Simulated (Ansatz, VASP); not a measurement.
# CdS: VASP beside Ansatz

The input INCAR:

```
SYSTEM = CdS
PREC = Accurate
ENCUT = 520
EDIFF = 1E-6
ISMEAR = -1
SIGMA = 0.05
LREAL = .False.
LASPH = .True.
NELM = 60
ALGO = Normal
ISIF = 2
LWAVE = .False.
LCHARG = .False.
NBANDS = 16
```

Contents of KPOINTS:

```
regular mesh
0
Gamma
  7 7 5
  0 0 0
```

POSCAR

```
CdS
1.0
    4.3172440391      0.0000000000      0.0000000000
   -2.1586220196      3.7388430122      0.0000000000
    0.0000000000      0.0000000000      5.8805523956
Cd S
1 1
Direct
    0.0000000000      0.0000000000      0.4426919200
    0.6666666667      0.3333333333      0.4343080800
```

The input input.yaml:

```yaml
crystal:
  lattice:
    - [4.3172440391, 0.0, 0.0]
    - [-2.1586220196, 3.7388430122, 0.0]
    - [0.0, 0.0, 5.8805523956]
  atoms:
    - { symbol: Cd, position: [0.0, 0.0, 0.44269192] }
    - { symbol: S, position: [0.6666666667, 0.3333333333, 0.43430808] }
kpoints:
  mp_grid: { grid: [7, 7, 5] }
scf:
  occupations: { method: fermi_dirac, width: 0.05 }
hamiltonian:
  xc: lda
  pseudopotentials: { kind: all_electron, lapw: { basis_error: 0.001 } }
output:
  forces: true
  stress: true
  eigenvalues: true
```

Change from the starting cell: volume scaled by 1.04.

Alike in both runs: task single point; functional LDA; k mesh 7 × 7 × 5; occupations fermi-dirac, width 0.05 eV; no spin polarisation.

```csv
,VASP,Ansatz
version,VASP 6.6.1,Ansatz 0.2.0
potentials or method,"VASP PAW LDA potentials, release 64 (Cd, S), cutoff 520 eV","all-electron LAPW, scalar-relativistic"
```

|  | VASP | Ansatz | Ansatz less VASP |
| --- | --- | --- | --- |
| gap on the k mesh at the Fermi level (eV) | 1.16 | 1.13 | -0.029 |
| least direct gap on the mesh (eV) | 1.22 | 1.19 | -0.026 |
| pressure (GPa) | -3.1 | -3.3 | -0.18 |
| traceless stress, the component that is largest in VASP (GPa) | 3.02 | 3.21 | +0.195 |
| rms of the force components (eV/Å) | 0.018 | 0.019 | +0.0013 |

LDA's correlation is that of Perdew and Zunger in VASP and of Perdew and Wang (1992) in Ansatz. Atom by atom the forces differ by 0.001 eV/Å (rms over components). Ansatz ran all-electron here, and VASP with PAW potentials.
